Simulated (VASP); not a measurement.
Input of a VASP 6.6.1 run:

Contents of INCAR:

```
SYSTEM = TiAl3
ALGO     = Fast           ! electronic algorithm
EDIFF    = 1E-6           ! SCF threshold, eV
ENCUT    = 520            ! plane-wave cutoff, eV
GGA      = PS             ! functional
ISIF     = 2              ! what is computed and relaxed
ISMEAR   = 0              ! smearing method
LASPH    = .True.         ! aspherical terms in the spheres
LCHARG   = .True.         ! write CHGCAR
LELF     = .True.         ! ELF
LREAL    = .False.        ! projectors in reciprocal space
LVHAR    = .True.       
LWAVE    = .False.        ! write WAVECAR
NBANDS   = 18             ! bands
NELM     = 80             ! most SCF steps
PREC     = Accurate       ! precision mode
SIGMA    = 0.15           ! smearing width, eV
```

Contents of KPOINTS:

```
k-points
0
Gamma
  18 10 10
  0 0 0
```

Contents of POSCAR:

```
TiAl3
1.0
    2.7813912058      0.0000000000      0.0000000000
    0.0000000000      4.6710700323      0.0000000000
    0.0000000000      0.0000000000      4.8934030395
Ti Al
1 3
Direct
   -0.1617895387      0.5000000000      0.1631682049
    0.5000000000      0.5000000000      0.6640465240
    0.5000000000      0.0000000000      0.3331101826
    0.0000000000      0.0000000000      0.8396740885
```

Potentials or basis: VASP PAW PBE potentials, release 64 (Ti_sv, Al).

Command:

```sh
$ cat potpaw_PBE.64/Ti_sv/POTCAR potpaw_PBE.64/Al/POTCAR > POTCAR
$ mpirun -np 1 vasp_std > vasp.out
```

(1) What does it give for the largest force?

(2) Estimate the pressure.

## Answers

(1) 1.893 eV/Å.

(2) 2.1 GPa.

Caveat: the cell differs from its parent crystal (atom 1 (Ti) moved -0.450 Å along Cartesian [1 0 0]); the PAW data sets were made with another functional, which shifts forces and pressure a little.
